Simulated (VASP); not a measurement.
# KScSe2 (P4/nmm) in VASP: further runs

KScSe2 is run at these levels: PBE; tasks: single point.

Everything below comes from runs of VASP 6.6.1. Logs are shortened: lines on timing, memory, paths and dates and some standing lists are left out, and cuts for length are marked.

**1. The cell of the first run**

The structure is tetragonal, space group P4/nmm (No. 129). The conventional cell has a = 4.114 Å, b = 4.114 Å, c = 12.062 Å, α = 90.00°, β = 90.00°, γ = 90.00°. Within 4.3 Å of K (site symmetry 4mm) lie 6 Se at 3.01 to 3.50 Å and 8 K at 3.99 to 4.11 Å and 4 Sc at 4.30 Å. Within 3.2 Å of Se (site symmetry 4mm) lie 1 Sc at 2.40 Å and 4 K at 3.01 Å. Se (site symmetry 4mm) has 5 Sc at 2.72 to 2.92 Å and 1 K at 3.44 Å within 3.6 Å. Sc (site symmetry 4mm) has 6 Se at 2.40 to 2.92 Å within 3.2 Å.

**2. Single point, PBE (25.52 Å³/atom)**

INCAR reads:

```
SYSTEM = KScSe2
PREC = Accurate
ENCUT = 520
EDIFF = 1E-6
ISMEAR = 0
SIGMA = 0.01
LREAL = .False.
LASPH = .True.
NELM = 100
ALGO = Normal
ISIF = 2
LWAVE = .False.
LCHARG = .False.
GGA = PE
NBANDS = 42
```

KPOINTS reads:

```
regular mesh
0
Gamma
  6 6 2
  0 0 0
```

POSCAR reads:

```
KScSe2
1.0
    4.1139153261      0.0000000000      0.0000000000
    0.0000000000      4.1139153261      0.0000000000
    0.0000000000      0.0000000000     12.0618490317
K Se Sc
2 4 2
Direct
    0.5000000000      0.0000000000      0.8865522386
    0.0000000000      0.5000000000      0.1134477614
    0.5000000000      0.0000000000      0.1768814500
    0.0000000000      0.5000000000      0.3986537621
    0.5000000000      0.0000000000      0.6013462379
    0.0000000000      0.5000000000      0.8231185500
    0.5000000000      0.0000000000      0.3757825648
    0.0000000000      0.5000000000      0.6242174352
```

Potentials or basis: VASP PAW PBE potentials, release 64 (K_sv, Se, Sc_sv).

Command:

```bash
$ cat potpaw_PBE.64/K_sv/POTCAR potpaw_PBE.64/Se/POTCAR potpaw_PBE.64/Sc_sv/POTCAR > POTCAR
$ mpirun -np 1 vasp_std > vasp.out
```

OUTCAR:

```text
SYSTEM = KScSe2
   PREC = Accurate
   ENCUT = 520
   EDIFF = 1E-6
   ISMEAR = 0
   LREAL = .False.
   LASPH = .True.
   NELM = 100
   ISIF = 2
   GGA = PE

 ion  position               nearest neighbor table
   1  0.500  0.000  0.887-   6 3.01   6 3.01   6 3.01   6 3.01
   2  0.000  0.500  0.113-   3 3.01   3 3.01   3 3.01   3 3.01
   3  0.500  0.000  0.177-   7 2.40   2 3.01   2 3.01   2 3.01   2 3.01
   4  0.000  0.500  0.399-   8 2.72   7 2.92   7 2.92   7 2.92   7 2.92
   5  0.500  0.000  0.601-   7 2.72   8 2.92   8 2.92   8 2.92   8 2.92
   6  0.000  0.500  0.823-   8 2.40   1 3.01   1 3.01   1 3.01   1 3.01
   7  0.500  0.000  0.376-   3 2.40   5 2.72   4 2.92   4 2.92   4 2.92   4 2.92
   8  0.000  0.500  0.624-   6 2.40   4 2.72   5 2.92   5 2.92   5 2.92   5 2.92

  LATTYP: Found a simple tetragonal cell.
 ALAT       =     4.1139153261
 C/A-ratio  =     2.9319633672

  Lattice vectors:

 A1 = (   4.1139153261,   0.0000000000,   0.0000000000)
 A2 = (   0.0000000000,   4.1139153261,   0.0000000000)
 A3 = (   0.0000000000,   0.0000000000,  12.0618490317)

Analysis of symmetry for initial positions (statically):
=====================================================================
 Subroutine PRICEL returns:
 Original cell was already a primitive cell.

 Routine SETGRP: Setting up the symmetry group for a
 simple tetragonal supercell.

 Subroutine GETGRP returns: Found 16 space group operations
 (whereof  8 operations were pure point group operations)
 out of a pool of 16 trial point group operations.

The static configuration has the point symmetry D_2d.
 The point group associated with its full space group is D_4h.

Analysis of symmetry for dynamics (positions and initial velocities):
=====================================================================
 Subroutine PRICEL returns:
 Original cell was already a primitive cell.

 Routine SETGRP: Setting up the symmetry group for a
 simple tetragonal supercell.

 Subroutine GETGRP returns: Found 16 space group operations
 (whereof  8 operations were pure point group operations)
 out of a pool of 16 trial point group operations.

The dynamic configuration has the point symmetry D_2d.
 The point group associated with its full space group is D_4h.

 Subroutine INISYM returns: Found 16 space group operations
 (whereof  8 operations are pure point group operations),
 and found     1 'primitive' translations

----------------------------------------------------------------------------------------

                                     Primitive cell

  volume of cell :     204.1383

  direct lattice vectors                    reciprocal lattice vectors
     4.113915326  0.000000000  0.000000000     0.243077439  0.000000000  0.000000000
     0.000000000  4.113915326  0.000000000     0.000000000  0.243077439  0.000000000
     0.000000000  0.000000000 12.061849032     0.000000000  0.000000000  0.082906029

  length of vectors
     4.113915326  4.113915326 12.061849032     0.243077439  0.243077439  0.082906029

  position of ions in fractional coordinates (direct lattice)
     0.500000000  0.000000000  0.886552239
     0.000000000  0.500000000  0.113447761
     0.500000000  0.000000000  0.176881450
     0.000000000  0.500000000  0.398653762
     0.500000000  0.000000000  0.601346238
     0.000000000  0.500000000  0.823118550
     0.500000000  0.000000000  0.375782565
     0.000000000  0.500000000  0.624217435

  ion indices of the primitive-cell ions
   primitive index   ion index
                 1           1
                 2           2
                 3           3
                 4           4
                 5           5
                 6           6
                 7           7
                 8           8

----------------------------------------------------------------------------------------

 KPOINTS: regular mesh

Automatic generation of k-mesh.
 Grid dimensions read from file:
 generate k-points for:    6    6    2

 Generating k-lattice:

  Cartesian coordinates                     Fractional coordinates (reciprocal lattice)
     0.040512906  0.000000000  0.000000000     0.166666667  0.000000000  0.000000000
     0.000000000  0.040512906  0.000000000     0.000000000  0.166666667  0.000000000
     0.000000000  0.000000000  0.041453014     0.000000000  0.000000000  0.500000000

  Length of vectors
     0.040512906  0.040512906  0.041453014

  Shift w.r.t. Gamma in fractional coordinates (k-lattice)
     0.000000000  0.000000000  0.000000000

 Subroutine IBZKPT returns following result:
 ===========================================

 Found     20 irreducible k-points:

 Following reciprocal coordinates:
            Coordinates               Weight
  0.000000  0.000000  0.000000      1.000000
  0.166667  0.000000  0.000000      4.000000
  0.333333  0.000000  0.000000      4.000000
  0.500000  0.000000  0.000000      2.000000
  0.166667  0.166667  0.000000      4.000000
  0.333333  0.166667  0.000000      8.000000
[... 12 lines left out ...]
  0.500000  0.333333  0.500000      4.000000
  0.500000  0.500000  0.500000      1.000000
   k-points           NKPTS =     20   k-points in BZ     NKDIM =     20   number of bands    NBANDS=     42
   number of dos      NEDOS =    301   number of ions     NIONS =      8
   total plane-waves  NPLWV =  92160
   dimension x,y,z NGX =    32 NGY =   32 NGZ =   90
   dimension x,y,z NGXF=    64 NGYF=   64 NGZF=  180
   ions per type =               2   4   2
   NGX,Y,Z   is equivalent  to a cutoff of  12.93, 12.93, 12.40 a.u.
   NGXF,Y,Z  is equivalent  to a cutoff of  25.86, 25.86, 24.81 a.u.
 SYSTEM =  KScSe2
   PREC   = accura    normal or accurate (medium, high low for compatibility)
   ISTART =      0    job   : 0-new  1-cont  2-samecut
   ICHARG =      2    charge: 1-file 2-atom 10-const
   ISPIN  =      1    spin polarized calculation?
   LNONCOLLINEAR =      F non collinear calculations
   LSORBIT =      F    spin-orbit coupling
   LASPH  =      T    aspherical Exc in radial PAW
   ENCUT  =  520.0 eV  38.22 Ry    6.18 a.u.   7.65  7.65 22.43*2*pi/ulx,y,z
   NELM   =    100;   NELMIN=  2; NELMDL= -5     # of ELM steps
   EDIFF  = 0.1E-05   stopping-criterion for ELM
   LREAL  =      F    real-space projection
   EDIFFG = 0.1E-04   stopping-criterion for IOM
   NSW    =      0    number of steps for IOM
   IBRION =     -1    ionic relax: 0-MD 1-quasi-New 2-CG
   NFREE  =      0    steps in history (QN), initial steepest desc. (CG)
   ISIF   =      2    stress and relaxation
   ISYM   =      2    0-nonsym 1-usesym 2-fastsym
   POTIM  = 0.5000    time-step for ionic-motion
   TEBEG  =    0.0;   TEEND  =   0.0 temperature during run
   PSTRESS=    0.0 pullay stress
   NELECT =      64.0000    total number of electrons
   NUPDOWN=      -1.0000    fix difference up-down
   EMIN   =  10.00;   EMAX   =-10.00  energy-range for DOS
   EFERMI =   0.00;   METHOD = LEGACY
   ISMEAR =     0;   SIGMA  =   0.01  broadening in eV -4-tet -1-fermi 0-gaus
   EFERMI_NEDOS =   21; number of points for ismear=-14 and -15
   IALGO  =     38    algorithm
   IMIX   =      4    mixing-type and parameters
     AMIX     =   0.40;   BMIX     =  1.00
     AMIX_MAG =   1.60;   BMIX_MAG =  1.00
  volume/ion in A,a.u.               =      25.52       172.20
  Fermi-wavevector in a.u.,A,eV,Ry     =   1.112141  2.101642 16.828478  1.236858
  Thomas-Fermi vector in A             =   2.248712
   LORBIT       =      0    0 simple, 1 ext, 2 COOP (PROOUT), +10 PAW based schemes
   GGA     = PE    functional components
   LHFCALC =     F    Hartree Fock is set to
   AEXX    =    0.0000 exact exchange contribution
   IVDW    =     0    specifies the selected vdW correction
   LEPSILON=     F    determine dielectric tensor
   LRPA    =     F    only Hartree local field effects (RPA)
 non-spin polarized calculation
 Gauss-broadening in eV      SIGMA  =   0.01
  energy-cutoff  :      520.00
  volume of cell :      204.14
 maximum number of plane-waves:      5539
 NGX is ok and might be reduce to    32
   NGX = 15   NGY = 15   NGZ = 45

 number of electron      64.0000000 magnetization

 Free energy of the ion-electron system (eV)
  ---------------------------------------------------
  ext. energy  EPLUGINS =         0.00000000
  ---------------------------------------------------
  free energy    TOTEN  =       -39.51440531 eV

  energy without entropy =      -39.51440531  energy(sigma->0) =      -39.51440531

 E-fermi :   2.2402     XC(G=0):  -9.0841

 val. band max:        2.1972878949   @ k =   0.0000   0.0000   0.5000
 cond. band min:       2.5016204452   @ k =   0.0000   0.0000   0.0000
 fundamental gap:      0.3043325503
 Fermi energy:         2.2401719322

 k-point     1 :       0.0000    0.0000    0.0000
  band No.  band energies     occupation
      1     -47.5319      2.00000
      2     -47.5303      2.00000
      3     -26.7540      2.00000
      4     -26.7283      2.00000
      5     -26.2107      2.00000
      6     -26.2107      2.00000
[... 34 lines left out ...]
     41       5.0337      0.00000
     42       5.0401      0.00000

 k-point     2 :       0.1667    0.0000    0.0000
  band No.  band energies     occupation
      1     -47.5316      2.00000
      2     -47.5302      2.00000
      3     -26.7494      2.00000
      4     -26.7272      2.00000
      5     -26.2156      2.00000
      6     -26.2101      2.00000
[... 34 lines left out ...]
     41       5.1868      0.00000
     42       5.4202      0.00000

 k-point     3 :       0.3333    0.0000    0.0000
  band No.  band energies     occupation
      1     -47.5308      2.00000
      2     -47.5300      2.00000
      3     -26.7391      2.00000
      4     -26.7262      2.00000
      5     -26.2253      2.00000
      6     -26.2222      2.00000
[... 34 lines left out ...]
     41       5.7307      0.00000
     42       5.9750      0.00000

 k-point     4 :       0.5000    0.0000    0.0000
  band No.  band energies     occupation
      1     -47.5302      2.00000
      2     -47.5302      2.00000
      3     -26.7298      2.00000
      4     -26.7298      2.00000
      5     -26.2291      2.00000
      6     -26.2291      2.00000
[... 664 lines left out ...]
     41       5.8953      0.00000
     42       5.9958      0.00000

 k-point    19 :       0.5000    0.3333    0.5000
  band No.  band energies     occupation
      1     -47.5296      2.00000
      2     -47.5296      2.00000
      3     -26.7223      2.00000
      4     -26.7223      2.00000
      5     -26.2273      2.00000
      6     -26.2273      2.00000
[... 34 lines left out ...]
     41       5.3790      0.00000
     42       5.3790      0.00000

 k-point    20 :       0.5000    0.5000    0.5000
  band No.  band energies     occupation
      1     -47.5294      2.00000
      2     -47.5294      2.00000
      3     -26.7198      2.00000
      4     -26.7198      2.00000
      5     -26.2287      2.00000
      6     -26.2287      2.00000
[... 34 lines left out ...]
     41       4.9225      0.00000
     42       4.9225      0.00000

------------------------ aborting loop because EDIFF is reached ----------------------------------------

  FORCE on cell =-STRESS in cart. coord.  units (eV):
  Direction    XX          YY          ZZ          XY          YZ          ZX
  --------------------------------------------------------------------------------------
  -------------------------------------------------------------------------------------
  Total        3.5096120      3.5096120      5.9028367      0.0000000      0.0000000      0.0000000
  in kB       27.5451477     27.5451477     46.3283428      0.0000000      0.0000000      0.0000000
  external PRESSURE =      33.8062127 kB  Pullay stress =       0.0000000 kB

 VOLUME and BASIS-vectors are now :
 -----------------------------------------------------------------------------
  energy-cutoff  :      520.00
  volume of cell :      204.14
      direct lattice vectors                 reciprocal lattice vectors
     4.113915326  0.000000000  0.000000000     0.243077439  0.000000000  0.000000000
     0.000000000  4.113915326  0.000000000     0.000000000  0.243077439  0.000000000
     0.000000000  0.000000000 12.061849032     0.000000000  0.000000000  0.082906029

 POSITION                                       TOTAL-FORCE (eV/Angst)
 -----------------------------------------------------------------------------------
      2.05696      0.00000     10.69346         0.000000     -0.000000      0.133976
      0.00000      2.05696      1.36839        -0.000000      0.000000     -0.133976
      2.05696      0.00000      2.13352        -0.000000     -0.000000     -0.485319
      0.00000      2.05696      4.80850         0.000000      0.000000     -0.240937
      2.05696      0.00000      7.25335        -0.000000     -0.000000      0.240937
      0.00000      2.05696      9.92833         0.000000     -0.000000      0.485319
      2.05696      0.00000      4.53263        -0.000000     -0.000000      0.291247
      0.00000      2.05696      7.52922        -0.000000     -0.000000     -0.291247
 -----------------------------------------------------------------------------------
    total drift:                                0.000000      0.000000      0.000000

  FREE ENERGIE OF THE ION-ELECTRON SYSTEM (eV)
  ---------------------------------------------------
  free  energy   TOTEN  =       -39.5144053052 eV

  energy  without entropy=      -39.5144053052  energy(sigma->0) =      -39.51440531
```

Run time: 2.4 min. Hardware: 1 thread of Intel Xeon 6975P-C (Granite Rapids), shared host; peak memory 0.39 GiB.

What came out:

```
Free energy            : -39.5144 eV
Pressure               : 3.4 GPa
Largest force          : 0.485 eV/Å
Band gap on the k mesh : 0.30 eV
```

Forces in eV/Å, atoms in the order of the input:
```
K    0.000  0.000  0.134
K    0.000  0.000 -0.134
Se   0.000  0.000 -0.485
Se   0.000  0.000 -0.241
Se   0.000  0.000  0.241
Se   0.000  0.000  0.485
Sc   0.000  0.000  0.291
Sc   0.000  0.000 -0.291
```

Caveat: the cell stands under pressure; semilocal functionals underestimate gaps, and a narrow one can read as zero. A k mesh can miss the band edges.

[end of part 1 of 2]
